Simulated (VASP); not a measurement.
# Sn (Fm-3m) in VASP: further runs, part 3 of 3

VASP 6.6.1.

**5. Single point, revPBE (volume scaled by 0.96)**

INCAR

```
SYSTEM = Sn
ALGO = Normal
EDIFF = 1E-7
ENCUT = 520
GGA = RE
ISIF = 2
ISMEAR = -1
LASPH = .TRUE.
LCHARG = .TRUE.
LELF = .TRUE.
LREAL = .FALSE.
LVHAR = .TRUE.
LWAVE = .FALSE.
NBANDS = 13
NELM = 80
PREC = Accurate
SIGMA = 0.1
```

KPOINTS

```
k-points
0
G
  13 13 13
  0 0 0
```

POSCAR

```
Sn
1.0
    0.0000000000      2.3961860330      2.3961860330
    2.3961860330      0.0000000000      2.3961860330
    2.3961860330      2.3961860330      0.0000000000
Sn
1
Direct
    0.0000000000      0.0000000000      0.0000000000
```

Potentials or basis: VASP PAW PBE potentials, release 64 (Sn_d).

Launch:

```console
> cat potpaw_PBE.64/Sn_d/POTCAR > POTCAR
> mpirun -np 1 vasp_std > vasp.out
```

OUTCAR:

```text
SYSTEM = Sn
   EDIFF = 1E-7
   ENCUT = 520
   GGA = RE
   ISIF = 2
   ISMEAR = -1
   LASPH = .TRUE.
   LREAL = .FALSE.
   NELM = 80
   PREC = Accurate

 ion  position               nearest neighbor table
   1  0.000  0.000  0.000-

  LATTYP: Found a face centered cubic cell.
 ALAT       =     4.7923720660

  Lattice vectors:

 A1 = (   0.0000000000,   2.3961860330,   2.3961860330)
 A2 = (   2.3961860330,   0.0000000000,   2.3961860330)
 A3 = (   2.3961860330,   2.3961860330,   0.0000000000)

Analysis of symmetry for initial positions (statically):
=====================================================================
 Subroutine PRICEL returns:
 Original cell was already a primitive cell.

 Routine SETGRP: Setting up the symmetry group for a
 face centered cubic supercell.

 Subroutine GETGRP returns: Found 48 space group operations
 (whereof 48 operations were pure point group operations)
 out of a pool of 48 trial point group operations.

The static configuration has the point symmetry O_h .

Analysis of symmetry for dynamics (positions and initial velocities):
=====================================================================
 Subroutine PRICEL returns:
 Original cell was already a primitive cell.

 Routine SETGRP: Setting up the symmetry group for a
 face centered cubic supercell.

 Subroutine GETGRP returns: Found 48 space group operations
 (whereof 48 operations were pure point group operations)
 out of a pool of 48 trial point group operations.

The dynamic configuration has the point symmetry O_h .

 Subroutine INISYM returns: Found 48 space group operations
 (whereof 48 operations are pure point group operations),
 and found     1 'primitive' translations

----------------------------------------------------------------------------------------

                                     Primitive cell
[... 114 lines left out ...]
   GGA     = RE    functional components
   LHFCALC =     F    Hartree Fock is set to
   AEXX    =    0.0000 exact exchange contribution
   IVDW    =     0    specifies the selected vdW correction
   LEPSILON=     F    determine dielectric tensor
   LRPA    =     F    only Hartree local field effects (RPA)
 non-spin polarized calculation
  energy-cutoff  :      520.00
  volume of cell :       27.52
 maximum number of plane-waves:       751
 NGX is ok and might be reduce to    28
   NGX = 13   NGY = 13   NGZ = 13

 number of electron      14.0000003 magnetization

 Free energy of the ion-electron system (eV)
  ---------------------------------------------------
  ext. energy  EPLUGINS =         0.00000000
  ---------------------------------------------------
  free energy    TOTEN  =        -3.48129558 eV

  energy without entropy =       -3.46336887  energy(sigma->0) =       -3.47233222

 E-fermi :   8.1233     XC(G=0): -10.2490

 val. band max:        8.0420542855   @ k =   0.3846   0.2308   0.0000
 cond. band min:       8.1925934044   @ k =   0.3077   0.0769   0.0000
 fundamental gap:      0.1505391189
 Fermi energy:         8.1233303845

 k-point     1 :       0.0000    0.0000    0.0000
  band No.  band energies     occupation
      1     -13.5329      2.00000
      2     -13.5329      2.00000
      3     -13.5329      2.00000
      4     -13.4596      2.00000
      5     -13.4596      2.00000
      6      -2.9608      2.00000
      7      15.7178      0.00000
      8      15.7178      0.00000
      9      15.7178      0.00000
     10      18.6303      0.00000
     11      19.8117      0.00000
     12      19.8117      0.00000
     13      19.8117      0.00000
[... 354 lines left out ...]
  band No.  band energies     occupation
      1     -13.5440      2.00000
      2     -13.5076      2.00000
      3     -13.4932      2.00000
      4     -13.4233      2.00000
      5     -13.3842      2.00000
      6       0.7993      2.00000
      7       5.1786      2.00000
      8      11.4574      0.00000
      9      12.4398      0.00000
     10      15.6389      0.00000
     11      20.6718      0.00000
     12      20.9640      0.00000
     13      22.3915      0.00000

 [... further k-points ...]

------------------------ aborting loop because EDIFF is reached ----------------------------------------

  FORCE on cell =-STRESS in cart. coord.  units (eV):
  Direction    XX          YY          ZZ          XY          YZ          ZX
  --------------------------------------------------------------------------------------
  -------------------------------------------------------------------------------------
  Total        0.3132275      0.3132275      0.3132275     -0.0000000      0.0000000     -0.0000000
  in kB       18.2380704     18.2380704     18.2380704     -0.0000000      0.0000000     -0.0000000
  external PRESSURE =      18.2380704 kB  Pullay stress =       0.0000000 kB

 VOLUME and BASIS-vectors are now :
 -----------------------------------------------------------------------------
  energy-cutoff  :      520.00
  volume of cell :       27.52
      direct lattice vectors                 reciprocal lattice vectors
     0.000000000  2.396186033  2.396186033    -0.208664934  0.208664934  0.208664934
     2.396186033  0.000000000  2.396186033     0.208664934 -0.208664934  0.208664934
     2.396186033  2.396186033  0.000000000     0.208664934  0.208664934 -0.208664934

 POSITION                                       TOTAL-FORCE (eV/Angst)
 -----------------------------------------------------------------------------------
      0.00000      0.00000      0.00000         0.000000      0.000000      0.000000
 -----------------------------------------------------------------------------------
    total drift:                               -0.000000     -0.000000     -0.000000

  FREE ENERGIE OF THE ION-ELECTRON SYSTEM (eV)
  ---------------------------------------------------
  free  energy   TOTEN  =        -3.4812955784 eV

  energy  without entropy=       -3.4633688702  energy(sigma->0) =       -3.47233222
```

OSZICAR:

```text
N       E                     dE             d eps       ncg     rms          rms(c)
DAV:   1     0.787697033135E+02    0.78770E+02   -0.72164E+03  2239   0.159E+03
DAV:   2     0.189443849430E+01   -0.76875E+02   -0.74531E+02  2299   0.333E+02
DAV:   3    -0.337758046525E+01   -0.52720E+01   -0.52508E+01  2627   0.716E+01
DAV:   4    -0.348697925271E+01   -0.10940E+00   -0.10938E+00  2635   0.110E+01
DAV:   5    -0.349069441438E+01   -0.37152E-02   -0.37150E-02  2911   0.198E+00    0.130E+00
DAV:   6    -0.348369468281E+01    0.69997E-02   -0.77410E-03  2847   0.151E+00    0.736E-01
DAV:   7    -0.348135421891E+01    0.23405E-02   -0.57778E-03  2849   0.127E+00    0.861E-02
DAV:   8    -0.348129537396E+01    0.58845E-04   -0.68646E-04  2736   0.430E-01    0.226E-02
DAV:   9    -0.348129488594E+01    0.48802E-06   -0.13398E-05  2897   0.525E-02    0.136E-02
DAV:  10    -0.348129553443E+01   -0.64849E-06   -0.26490E-06  2694   0.185E-02    0.702E-04
DAV:  11    -0.348129566273E+01   -0.12830E-06   -0.87627E-08  1987   0.471E-03    0.132E-04
DAV:  12    -0.348129555864E+01    0.10409E-06   -0.20635E-08  1577   0.224E-03    0.120E-04
DAV:  13    -0.348129557844E+01   -0.19806E-07   -0.92487E-09  1572   0.145E-03
   1 F= -.34812956E+01 E0= -.34723322E+01  d E =-.179267E-01
```

Wall time 15 s (1 thread of Intel Xeon 6975P-C (Granite Rapids), shared host); peak memory 0.17 GiB.

Results:

```yaml
Free_energy: -3.4813 eV
Pressure: 1.8 GPa
Band_gap_on_the_k_mesh: zero (band 7 reaches 15.72 eV, above the bottom of band 8 at 6.16 eV)
```

Caveat: the PAW data sets were made with another functional, which shifts forces and pressure a little; spin-orbit coupling is left out, which moves the levels of the heavy elements.

**6. Overview**

| cell | k mesh | gap on the mesh (eV) | pressure (GPa) |
| --- | --- | --- | --- |
| a = 3.435 Å, angles 60.0°, 1 atom | 11 × 11 × 11 | none | -0.1 |
| a = 3.292 Å, angles 60.0°, 1 atom | 13 × 13 × 13 | none | 7.3 |
| a = 3.341 Å, angles 60.0°, 1 atom | 13 × 13 × 13 | none | 4.2 |
| a = 3.389 Å, angles 60.0°, 1 atom | 13 × 13 × 13 | none | 1.8 |

Alike in all rows: task single point; level revPBE; potentials or basis VASP PAW PBE potentials, release 64 (Sn_d); no spin polarisation; cutoff (eV) 520; smearing fermi-dirac 0.1 eV.

Caveats: the PAW data sets were made with another functional, which shifts forces and pressure a little; spin-orbit coupling is left out, which moves the levels of the heavy elements.

Absolute energies hang on the potentials; compare differences alone.
